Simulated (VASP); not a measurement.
# AlNi (Pm-3m) in VASP: further runs

The runs below take AlNi through single point, with LDA.

All numbers are computed with VASP 6.6.1; they aren't measurements. Logs are shortened: lines on timing, memory, paths and dates and some standing lists are left out, and cuts for length are marked.

**1. The cell of the first run**

It takes space group Pm-3m (No. 221, cubic). Conventional cell: a = 2.832 Å, b = 2.832 Å, c = 2.832 Å, α = 90.00°, β = 90.00°, γ = 90.00°. Al (site symmetry m-3m) has 8 Ni at 2.45 Å and 6 Al at 2.83 Å within 3.2 Å. Within 3.2 Å of Ni (site symmetry m-3m) lie 8 Al at 2.45 Å and 6 Ni at 2.83 Å.

**2. Single point, LDA**

INCAR

```
PREC = Accurate
ENCUT = 520
EDIFF = 1E-6
ISMEAR = 0
SIGMA = 0.1
LREAL = F
LASPH = T
NELM = 80
ALGO = Fast
ISIF = 2
LWAVE = F
LCHARG = T
GGA = CA
LELF = T
LVHAR = T
NBANDS = 14
```

KPOINTS

```
regular mesh
0
Gamma
  8 8 8
```

POSCAR

```
AlNi
1.0
    2.8318957088      0.0000000000      0.0000000000
    0.0000000000      2.8318957088      0.0000000000
    0.0000000000      0.0000000000      2.8318957088
Al Ni
1 1
Direct
    0.0000000000      0.0000000000      0.0000000000
    0.5000000000      0.5000000000      0.5000000000
```

Potentials or basis: VASP PAW LDA potentials, release 64 (Al, Ni).

Run with:

```bash
$ cat potpaw_LDA.64/Al/POTCAR potpaw_LDA.64/Ni/POTCAR > POTCAR
$ mpirun -np 1 vasp_std > vasp.out
```

OUTCAR:

```text
PREC = Accurate
   ENCUT = 520
   EDIFF = 1E-6
   ISMEAR = 0
   LREAL = F
   LASPH = T
   NELM = 80
   ISIF = 2
   GGA = CA

 ion  position               nearest neighbor table
   1  0.000  0.000  0.000-   2 2.45   2 2.45   2 2.45   2 2.45   2 2.45   2 2.45   2 2.45   2 2.45

   2  0.500  0.500  0.500-   1 2.45   1 2.45   1 2.45   1 2.45   1 2.45   1 2.45   1 2.45   1 2.45

  LATTYP: Found a simple cubic cell.
 ALAT       =     2.8318957088

  Lattice vectors:

 A1 = (   2.8318957088,   0.0000000000,   0.0000000000)
 A2 = (   0.0000000000,   2.8318957088,   0.0000000000)
 A3 = (   0.0000000000,   0.0000000000,   2.8318957088)

Analysis of symmetry for initial positions (statically):
=====================================================================
 Subroutine PRICEL returns:
 Original cell was already a primitive cell.

 Routine SETGRP: Setting up the symmetry group for a
 simple cubic supercell.

 Subroutine GETGRP returns: Found 48 space group operations
 (whereof 48 operations were pure point group operations)
 out of a pool of 48 trial point group operations.

The static configuration has the point symmetry O_h .

Analysis of symmetry for dynamics (positions and initial velocities):
=====================================================================
 Subroutine PRICEL returns:
 Original cell was already a primitive cell.

 Routine SETGRP: Setting up the symmetry group for a
 simple cubic supercell.

 Subroutine GETGRP returns: Found 48 space group operations
 (whereof 48 operations were pure point group operations)
 out of a pool of 48 trial point group operations.

The dynamic configuration has the point symmetry O_h .

 Subroutine INISYM returns: Found 48 space group operations
 (whereof 48 operations are pure point group operations),
 and found     1 'primitive' translations

----------------------------------------------------------------------------------------

                                     Primitive cell

  volume of cell :      22.7108

  direct lattice vectors                    reciprocal lattice vectors
     2.831895709  0.000000000  0.000000000     0.353120349  0.000000000  0.000000000
     0.000000000  2.831895709  0.000000000     0.000000000  0.353120349  0.000000000
     0.000000000  0.000000000  2.831895709     0.000000000  0.000000000  0.353120349

  length of vectors
     2.831895709  2.831895709  2.831895709     0.353120349  0.353120349  0.353120349

  position of ions in fractional coordinates (direct lattice)
     0.000000000  0.000000000  0.000000000
     0.500000000  0.500000000  0.500000000

  ion indices of the primitive-cell ions
   primitive index   ion index
                 1           1
                 2           2

----------------------------------------------------------------------------------------

 KPOINTS: regular mesh

Automatic generation of k-mesh.
 Grid dimensions read from file:
 generate k-points for:    8    8    8

 Generating k-lattice:

  Cartesian coordinates                     Fractional coordinates (reciprocal lattice)
     0.044140044  0.000000000  0.000000000     0.125000000  0.000000000  0.000000000
     0.000000000  0.044140044  0.000000000     0.000000000  0.125000000  0.000000000
     0.000000000  0.000000000  0.044140044     0.000000000  0.000000000  0.125000000

  Length of vectors
     0.044140044  0.044140044  0.044140044

  Shift w.r.t. Gamma in fractional coordinates (k-lattice)
     0.000000000  0.000000000  0.000000000

 Subroutine IBZKPT returns following result:
 ===========================================

 Found     35 irreducible k-points:

 Following reciprocal coordinates:
            Coordinates               Weight
  0.000000  0.000000  0.000000      1.000000
  0.125000  0.000000  0.000000      6.000000
  0.250000  0.000000  0.000000      6.000000
  0.375000  0.000000  0.000000      6.000000
  0.500000  0.000000  0.000000      3.000000
  0.125000  0.125000  0.000000     12.000000
[... 16 lines left out ...]
  0.375000  0.375000  0.125000     24.000000
  0.500000  0.375000  0.125000     24.000000
 [... further k-points ...]
   k-points           NKPTS =     35   k-points in BZ     NKDIM =     35   number of bands    NBANDS=     14
   number of dos      NEDOS =    301   number of ions     NIONS =      2
   total plane-waves  NPLWV =  13824
   dimension x,y,z NGX =    24 NGY =   24 NGZ =   24
   dimension x,y,z NGXF=    48 NGYF=   48 NGZF=   48
   ions per type =               1   1
   NGX,Y,Z   is equivalent  to a cutoff of  14.09, 14.09, 14.09 a.u.
   NGXF,Y,Z  is equivalent  to a cutoff of  28.18, 28.18, 28.18 a.u.
 SYSTEM =  unknown system
   PREC   = accura    normal or accurate (medium, high low for compatibility)
   ISTART =      0    job   : 0-new  1-cont  2-samecut
   ICHARG =      2    charge: 1-file 2-atom 10-const
   ISPIN  =      1    spin polarized calculation?
   LNONCOLLINEAR =      F non collinear calculations
   LSORBIT =      F    spin-orbit coupling
   LASPH  =      T    aspherical Exc in radial PAW
   ENCUT  =  520.0 eV  38.22 Ry    6.18 a.u.   5.27  5.27  5.27*2*pi/ulx,y,z
   NELM   =     80;   NELMIN=  2; NELMDL= -5     # of ELM steps
   EDIFF  = 0.1E-05   stopping-criterion for ELM
   LREAL  =      F    real-space projection
   EDIFFG = 0.1E-04   stopping-criterion for IOM
   NSW    =      0    number of steps for IOM
   IBRION =     -1    ionic relax: 0-MD 1-quasi-New 2-CG
   NFREE  =      0    steps in history (QN), initial steepest desc. (CG)
   ISIF   =      2    stress and relaxation
   ISYM   =      2    0-nonsym 1-usesym 2-fastsym
   POTIM  = 0.5000    time-step for ionic-motion
   TEBEG  =    0.0;   TEEND  =   0.0 temperature during run
   PSTRESS=    0.0 pullay stress
   NELECT =      13.0000    total number of electrons
   NUPDOWN=      -1.0000    fix difference up-down
   EMIN   =  10.00;   EMAX   =-10.00  energy-range for DOS
   EFERMI =   0.00;   METHOD = LEGACY
   ISMEAR =     0;   SIGMA  =   0.10  broadening in eV -4-tet -1-fermi 0-gaus
   EFERMI_NEDOS =   21; number of points for ismear=-14 and -15
   IALGO  =     68    algorithm
   IMIX   =      4    mixing-type and parameters
     AMIX     =   0.40;   BMIX     =  1.00
     AMIX_MAG =   1.60;   BMIX_MAG =  1.00
  volume/ion in A,a.u.               =      11.36        76.63
  Fermi-wavevector in a.u.,A,eV,Ry     =   1.359290  2.568685 25.139056  1.847668
  Thomas-Fermi vector in A             =   2.486050
   LORBIT       =      0    0 simple, 1 ext, 2 COOP (PROOUT), +10 PAW based schemes
   GGA     = CA    functional components
   LHFCALC =     F    Hartree Fock is set to
   AEXX    =    0.0000 exact exchange contribution
   IVDW    =     0    specifies the selected vdW correction
   LEPSILON=     F    determine dielectric tensor
   LRPA    =     F    only Hartree local field effects (RPA)
 non-spin polarized calculation
 RMM-DIIS sequential band-by-band and
 Gauss-broadening in eV      SIGMA  =   0.10
  energy-cutoff  :      520.00
  volume of cell :       22.71
 maximum number of plane-waves:       627
 NGX is ok and might be reduce to    24
   NGX = 11   NGY = 11   NGZ = 11

 number of electron      12.9999994 magnetization

 Free energy of the ion-electron system (eV)
  ---------------------------------------------------
  ext. energy  EPLUGINS =         0.00000000
  ---------------------------------------------------
  free energy    TOTEN  =       -12.19259381 eV

  energy without entropy =      -12.18691899  energy(sigma->0) =      -12.18975640

 E-fermi :  10.3742     XC(G=0): -12.5534

 val. band max:       10.2582088279   @ k =   0.3750   0.3750   0.1250
 cond. band min:      10.4233617033   @ k =   0.3750   0.2500   0.1250
 fundamental gap:      0.1651528754
 Fermi energy:        10.3741946178

 k-point     1 :       0.0000    0.0000    0.0000
  band No.  band energies     occupation
      1      -1.0158      2.00000
      2       6.9450      2.00000
      3       6.9450      2.00000
      4       8.7703      2.00000
      5       8.7703      2.00000
      6       8.7703      2.00000
      7      16.1391      0.00000
      8      16.1391      0.00000
      9      16.1391      0.00000
     10      18.8380      0.00000
     11      18.8380      0.00000
     12      24.9550      0.00000
     13      31.8572      0.00000
     14      31.8572      0.00000

 k-point     2 :       0.1250    0.0000    0.0000
  band No.  band energies     occupation
      1      -0.7184      2.00000
      2       6.9182      2.00000
      3       7.0150      2.00000
      4       8.6434      2.00000
      5       8.6434      2.00000
      6       8.7844      2.00000
      7      13.9229      0.00000
      8      16.5261      0.00000
      9      16.5261      0.00000
     10      18.8423      0.00000
     11      20.7523      0.00000
     12      25.9905      0.00000
     13      29.4950      0.00000
     14      29.4950      0.00000

 k-point     3 :       0.2500    0.0000    0.0000
  band No.  band energies     occupation
      1       0.1591      2.00000
      2       6.5876      2.00000
      3       7.1900      2.00000
      4       8.3638      2.00000
      5       8.3638      2.00000
      6       8.8186      2.00000
      7      11.3435      0.00000
      8      17.5910      0.00000
      9      17.5910      0.00000
     10      18.8539      0.00000
     11      22.5559      0.00000
     12      26.4339      0.00000
     13      26.4339      0.00000
     14      28.9621      0.00000

 k-point     4 :       0.3750    0.0000    0.0000
  band No.  band energies     occupation
      1       1.5671      2.00000
      2       5.3222      2.00000
      3       7.3739      2.00000
      4       8.1138      2.00000
      5       8.1138      2.00000
      6       8.8531      2.00000
      7      10.0218      2.00000
      8      18.8675      0.00000
      9      19.1548      0.00000
     10      19.1548      0.00000
     11      23.7029      0.00000
     12      23.7029      0.00000
     13      24.0001      0.00000
     14      27.1448      0.00000

 k-point     5 :       0.5000    0.0000    0.0000
  band No.  band energies     occupation
      1       3.3764      2.00000
      2       3.4082      2.00000
      3       7.4529      2.00000
      4       8.0172      2.00000
      5       8.0172      2.00000
      6       8.8674      2.00000
      7       9.7520      2.00000
      8      18.8740      0.00000
      9      20.6856      0.00000
     10      20.6856      0.00000
     11      21.7920      0.00000
[... 276 lines left out ...]
 k-point    22 :       0.5000    0.2500    0.1250
  band No.  band energies     occupation
      1       4.1818      2.00000
      2       4.8062      2.00000
      3       7.4164      2.00000
      4       7.7537      2.00000
      5       8.3924      2.00000
      6       8.5223      2.00000
      7       9.7489      2.00000
      8      15.6704      0.00000
      9      15.7560      0.00000
     10      19.3611      0.00000
     11      19.9949      0.00000
     12      25.6371      0.00000
     13      26.8425      0.00000
     14      28.9036      0.00000

 k-point    23 :       0.3750    0.3750    0.1250
  band No.  band energies     occupation
      1       3.9352      2.00000
      2       6.3432      2.00000
      3       7.0661      2.00000
      4       7.7790      2.00000
      5       8.4191      2.00000
      6       8.4523      2.00000
      7      10.2582      1.89905
      8      12.7607      0.00000
      9      15.4246      0.00000
     10      19.0793      0.00000
     11      22.8464      0.00000
     12      23.2189      0.00000
     13      26.5940      0.00000
     14      29.1025      0.00000

 k-point    24 :       0.5000    0.3750    0.1250
  band No.  band energies     occupation
      1       4.7492      2.00000
      2       5.9823      2.00000
      3       7.1441      2.00000
      4       7.6510      2.00000
      5       8.4713      2.00000
      6       8.7638      2.00000
      7       9.6456      2.00000
      8      13.1617      0.00000
      9      13.9375      0.00000
     10      20.2646      0.00000
     11      21.4079      0.00000
     12      23.7516      0.00000
     13      27.2128      0.00000
     14      27.9788      0.00000

 [... further k-points ...]

------------------------ aborting loop because EDIFF is reached ----------------------------------------

  FORCE on cell =-STRESS in cart. coord.  units (eV):
  Direction    XX          YY          ZZ          XY          YZ          ZX
  --------------------------------------------------------------------------------------
  -------------------------------------------------------------------------------------
  Total        0.1237604      0.1237604      0.1237604     -0.0000000      0.0000000     -0.0000000
  in kB        8.7309278      8.7309278      8.7309278     -0.0000000      0.0000000     -0.0000000
  external PRESSURE =       8.7309278 kB  Pullay stress =       0.0000000 kB

 VOLUME and BASIS-vectors are now :
 -----------------------------------------------------------------------------
  energy-cutoff  :      520.00
  volume of cell :       22.71
      direct lattice vectors                 reciprocal lattice vectors
     2.831895709  0.000000000  0.000000000     0.353120349  0.000000000  0.000000000
     0.000000000  2.831895709  0.000000000     0.000000000  0.353120349  0.000000000
     0.000000000  0.000000000  2.831895709     0.000000000  0.000000000  0.353120349

 POSITION                                       TOTAL-FORCE (eV/Angst)
 -----------------------------------------------------------------------------------
      0.00000      0.00000      0.00000         0.000000      0.000000      0.000000
      1.41595      1.41595      1.41595         0.000000      0.000000      0.000000
 -----------------------------------------------------------------------------------
    total drift:                                0.000000      0.000000     -0.000000

  FREE ENERGIE OF THE ION-ELECTRON SYSTEM (eV)
  ---------------------------------------------------
  free  energy   TOTEN  =       -12.1925938105 eV

  energy  without entropy=      -12.1869189888  energy(sigma->0) =      -12.18975640
```

It took 6.2 s on 1 thread of AMD EPYC 9R45 (Zen 5), shared host; peak memory 0.1 GiB.

Results:

- Free energy: -12.1926 eV
- Pressure: 0.9 GPa
- Band gap on the k mesh: zero (an odd number of electrons rules out a gap without spin polarisation)

Levels at points of the mesh, in eV from the Fermi level:
```csv
k point,band 4,band 5,band 6,band 7,band 8,band 9,band 10,band 11
"(0.00, 0.00, 0.00)",-1.60,-1.60,-1.60,5.76,5.76,5.76,8.46,8.46
"(0.50, 0.00, 0.00)",-2.36,-2.36,-1.51,-0.62,8.50,10.31,10.31,11.42
"(0.50, 0.50, 0.00)",-2.90,-2.18,-2.18,-1.03,1.63,2.80,12.79,15.63
"(0.50, 0.50, 0.50)",-1.00,-1.00,2.06,2.06,2.06,4.14,4.79,4.79
```

Spin polarisation is off, so any magnetic state and its effect on volume and gap are missing.

**3. Single point, LDA**

INCAR

```
PREC     = Accurate       # precision mode
ENCUT    = 520            # plane-wave cutoff, eV
EDIFF    = 1E-6           # SCF threshold, eV
ISMEAR   = 0              # smearing method
SIGMA    = 0.1            # smearing width, eV
LREAL    = F              # projectors in reciprocal space
LASPH    = T              # aspherical terms in the spheres
NELM     = 100            # most SCF steps
ALGO     = Fast           # electronic algorithm
ISIF     = 2              # what is computed and relaxed
LWAVE    = F              # write WAVECAR
LCHARG   = F              # write CHGCAR
NBANDS   = 14             # bands
```

KPOINTS

```
Automatic mesh
0
Gamma
  14 14 14
```

POSCAR

```
AlNi
1.0
    2.8326165062      0.0000000000      0.0000000000
    0.0000000000      2.8326165062      0.0000000000
    0.0000000000      0.0000000000      2.8326165062
Al Ni
1 1
Direct
    0.0000000000      0.0000000000      0.0000000000
    0.5000000000      0.5000000000      0.5000000000
```

Potentials or basis: VASP PAW LDA potentials, release 64 (Al, Ni).

Run with:

```bash
$ cat potpaw_LDA.64/Al/POTCAR potpaw_LDA.64/Ni/POTCAR > POTCAR
$ mpirun -np 1 vasp_std > vasp.out
```

Run time: 19 s. Hardware: 1 thread of AMD EPYC 9R45 (Zen 5), shared host; peak memory 0.12 GiB.

Results (log left out):

```yaml
Free_energy: -12.1969 eV
Pressure: 0.3 GPa
Band_gap_on_the_k_mesh: zero (an odd number of electrons rules out a gap without spin polarisation)
```

Levels at points of the mesh, in eV from the Fermi level:
| k point | band 4 | band 5 | band 6 | band 7 | band 8 | band 9 | band 10 | band 11 |
| --- | --- | --- | --- | --- | --- | --- | --- | --- |
| (0.00, 0.00, 0.00) | -1.65 | -1.65 | -1.65 | 5.71 | 5.71 | 5.71 | 8.41 | 8.41 |
| (0.50, 0.00, 0.00) | -2.40 | -2.40 | -1.55 | -0.67 | 8.45 | 10.26 | 10.26 | 11.36 |
| (0.50, 0.50, 0.00) | -2.94 | -2.22 | -2.22 | -1.08 | 1.58 | 2.75 | 12.73 | 15.58 |
| (0.50, 0.50, 0.50) | -1.04 | -1.04 | 2.02 | 2.02 | 2.02 | 4.08 | 4.74 | 4.74 |

Spin polarisation is off, so any magnetic state and its effect on volume and gap are missing.
